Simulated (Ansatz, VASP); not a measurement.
**Fe2Bi: VASP beside Ansatz**

File INCAR:

```
PREC = Accurate ; ENCUT = 520
EDIFF = 1E-6 ; ISMEAR = 0
SIGMA = 0.1 ; LREAL = F
LASPH = T ; NELM = 150
ALGO = Normal ; ISIF = 2
LWAVE = F ; LCHARG = F
ISPIN = 2 ; MAGMOM = 4 4 4 4 0 0
LORBIT = 11 ; LMAXMIX = 4
GGA = PE ; NBANDS = 44
```

Contents of KPOINTS:

```
regular mesh
0
Gamma
  4 4 4
```

The input POSCAR:

```
Fe2Bi
1.0
    0.0000000000      3.7560994014      3.7560994014
    3.7560994014      0.0000000000      3.7560994014
    3.7560994014      3.7560994014      0.0000000000
Fe Bi
4 2
Direct
    0.6250000000      0.6250000000      0.6250000000
    0.1250000000      0.6250000000      0.6250000000
    0.6250000000      0.6250000000      0.1250000000
    0.6250000000      0.1250000000      0.6250000000
    0.0000000000      0.0000000000      0.0000000000
    0.2500000000      0.2500000000      0.2500000000
```

Input for Ansatz:

```yaml
crystal:
  lattice:
    - [0.0, 3.7560994014, 3.7560994014]
    - [3.7560994014, 0.0, 3.7560994014]
    - [3.7560994014, 3.7560994014, 0.0]
  atoms:
    - { symbol: Fe, position: [0.625, 0.625, 0.625], spin: 4.0 }
    - { symbol: Fe, position: [0.125, 0.625, 0.625], spin: 4.0 }
    - { symbol: Fe, position: [0.625, 0.625, 0.125], spin: 4.0 }
    - { symbol: Fe, position: [0.625, 0.125, 0.625], spin: 4.0 }
    - { symbol: Bi, position: [0.0, 0.0, 0.0] }
    - { symbol: Bi, position: [0.25, 0.25, 0.25] }
basis:
  ecutwfc: 420
kpoints:
  mp_grid: { grid: [4, 4, 4] }
hamiltonian:
  xc: pbe
scf:
  occupations: { method: gaussian, width: 0.1 }
  lower_state_search: "off"
output:
  forces: true
  stress: true
  eigenvalues: true
  populations: true
magnetization:
  spin_polarized: true
```

Alike in both runs: task single point; functional PBE; k mesh 4 × 4 × 4; occupations gaussian, width 0.1 eV; collinear spin.

```csv
,VASP,Ansatz
version,VASP 6.6.1,Ansatz 0.2.0
potentials or method,"VASP PAW PBE potentials, release 64 (Fe, Bi_d), cutoff 520 eV","scalar-relativistic, plane waves, PAW"
valence electrons in the cell,62,94
```

Ansatz gave:

| Item | Value |
| --- | --- |
| gap on the k mesh at the Fermi level (eV) | none |
| pressure (GPa) | -3.3 |
| net moment per atom (μB) | 1.74 |
| size of the moment on the site where the two differ most (μB) | 2.67 |

Question: Which values does VASP return?

Answer: gap on the k mesh at the Fermi level (eV): none; pressure (GPa): -3.6; net moment per atom (μB): 1.72; size of the moment on the site where the two differ most (μB): 2.63.

Site moments also hang on the region over which each program counts them. A gap of «none» marks a metal or a gap that the smearing closes. VASP's potentials hold 62 valence electrons a cell and Ansatz's 94, so a difference there can come from the potentials and not from the codes.

The k mesh is coarse, so the values compare programs but aren't converged. Neither program's run includes spin-orbit coupling.
